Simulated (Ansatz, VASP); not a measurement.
Zr: VASP beside Ansatz

File INCAR:

```
SYSTEM = Zr
PREC = Accurate
ENCUT = 520
EDIFF = 1E-8
ISMEAR = -1
SIGMA = 0.03
LREAL = .FALSE.
LASPH = .TRUE.
NELM = 60
ALGO = Normal
ISIF = 2
LWAVE = .FALSE.
LCHARG = .FALSE.
LEFG = .TRUE.
NBANDS = 12
```

KPOINTS

```
regular mesh
0
G
  16 16 16
  0 0 0
```

File POSCAR:

```
Zr
1.0
   -1.7978519830      1.7978519830      1.7978519830
    1.7978519830     -1.7978519830      1.7978519830
    1.7978519830      1.7978519830     -1.7978519830
Zr
1
Direct
    0.0000000000      0.0000000000      0.0000000000
```

Input for Ansatz:

```yaml
crystal:
  lattice:
    - [-1.797851983, 1.797851983, 1.797851983]
    - [1.797851983, -1.797851983, 1.797851983]
    - [1.797851983, 1.797851983, -1.797851983]
  atoms:
    - { symbol: Zr, position: [0.0, 0.0, 0.0] }
kpoints:
  mp_grid: { grid: [16, 16, 16] }
scf:
  occupations: { method: fermi_dirac, width: 0.03 }
hamiltonian:
  xc: lda
  pseudopotentials: { kind: paw }
output:
  forces: true
  stress: true
  eigenvalues: true
  efg: { contact_densities: true }
```

Change from the starting cell: volume scaled by 0.98, PAW files.

Alike in both runs: task electric field gradients; functional LDA; k mesh 16 × 16 × 16; occupations fermi-dirac, width 0.03 eV; no spin polarisation.

|  | VASP | Ansatz |
| --- | --- | --- |
| version | VASP 6.6.1 | Ansatz 0.2.0 |
| potentials or method | VASP PAW LDA potentials, release 64 (Zr_sv) | PAW with Ansatz's default frozen-core files, scalar-relativistic |
| plane-wave cutoff (eV) | 520 | 420 |
| valence electrons in the cell | 12 | 12 |

|  | VASP | Ansatz | Ansatz less VASP |
| --- | --- | --- | --- |
| pressure (GPa) | -8.1 | -8.2 | -0.07 |

LDA's correlation is that of Perdew and Zunger in VASP and of Perdew and Wang (1992) in Ansatz.
